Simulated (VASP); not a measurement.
Wanted: the native input for a VASP 6.6.1 run.

```
Task                   : single point
Functional             : PBE
Potentials or basis    : VASP PAW PBE potentials, release 64 (Na_pv, F)
Cutoff                 : 520 eV
k mesh                 : 8 × 8 × 8
Occupations            : gaussian, width 0.05 eV
Spin                   : no spin polarisation
Dipole correction      : no
Further INCAR settings : ALGO = Normal; EDIFF = 1e-06; NBANDS = 14
```

The structure of NaF lies in POSCAR:

```
NaF
1.0
    0.0000000000      2.4394650000      2.2071350000
    2.4394650000      0.0000000000      2.2071350000
    2.4394650000      2.4394650000      0.0000000000
Na F
1 1
Direct
    0.0000000000      0.0000000000      0.0000000000
    0.5000000000      0.5000000000      0.5000000000
```

This cell differs from its parent crystal: strain +0.050 along x and y, -0.050 along z.

The input as run:

INCAR

```
SYSTEM = NaF
PREC = Accurate ; ENCUT = 520
EDIFF = 1E-6 ; ISMEAR = 0
SIGMA = 0.05 ; LREAL = .False.
LASPH = .True. ; NELM = 60
ALGO = Normal ; ISIF = 2
LWAVE = .False. ; LCHARG = .True.
GGA = PE ; LELF = .True.
LVHAR = .True. ; NBANDS = 14
```

KPOINTS

```
Automatic mesh
0
Gamma
  8 8 8
  0 0 0
```

Potentials or basis: VASP PAW PBE potentials, release 64 (Na_pv, F).

Run with:

```sh
$ cat potpaw_PBE.64/Na_pv/POTCAR potpaw_PBE.64/F/POTCAR > POTCAR
$ mpirun -np 1 vasp_std > vasp.out
```

It gave:

```yaml
Pressure: 0.5 GPa
Band_gap_on_the_k_mesh: 6.00 eV, direct
```

Caveat: the cell differs from its parent crystal (strain +0.050 along x and y, -0.050 along z).

Run time: 8.1 s on 1 thread of Intel(R) Xeon(R) 6975P-C (Granite Rapids), on a shared host, peak memory 0.14 GiB.
